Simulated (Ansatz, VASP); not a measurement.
# Ta2N: VASP beside Ansatz

```
Ta N
1.0
     3.07862    0.00000    0.00000
    -1.53931    2.66616    0.00000
     0.00000    0.00000    4.82326
Ta N
2 1
Direct
  0.66667 0.33333 0.74722
  0.33333 0.66667 0.25471
  0.00000 0.00000 0.97512
```

Change from the starting cell: mode 9 (572.2 1/cm) frozen in, largest displacement -0.120 Å.

Alike in both runs: task single point; functional PBEsol; k mesh 18 × 18 × 10; occupations gaussian, width 0.15 eV; no spin polarisation.

|  | VASP | Ansatz |
| --- | --- | --- |
| version | VASP 6.6.1 | Ansatz 0.2.0 |
| potentials or method | VASP PAW PBE potentials, release 64 (Ta_pv, N), cutoff 520 eV | scalar-relativistic, plane waves, PAW |
| valence electrons in the cell | 27 | 31 |

|  | VASP | Ansatz | Ansatz less VASP |
| --- | --- | --- | --- |
| gap on the k mesh at the Fermi level (eV) | none | none | - |
| pressure (GPa) | 2.1 | 1.5 | -0.57 |
| traceless stress, the component that is largest in VASP (GPa) | -1.19 | -1.12 | +0.073 |
| rms of the force components (eV/Å) | 0.817 | 0.808 | -0.0089 |

VASP's potentials were made for PBE, not for PBEsol. Atom by atom the forces differ by 0.028 eV/Å (rms over components). A gap of «none» marks a metal or a gap that the smearing closes. VASP's potentials hold 27 valence electrons a cell and Ansatz's 31, so a difference there can come from the potentials and not from the codes.

Spin-orbit coupling is off throughout.
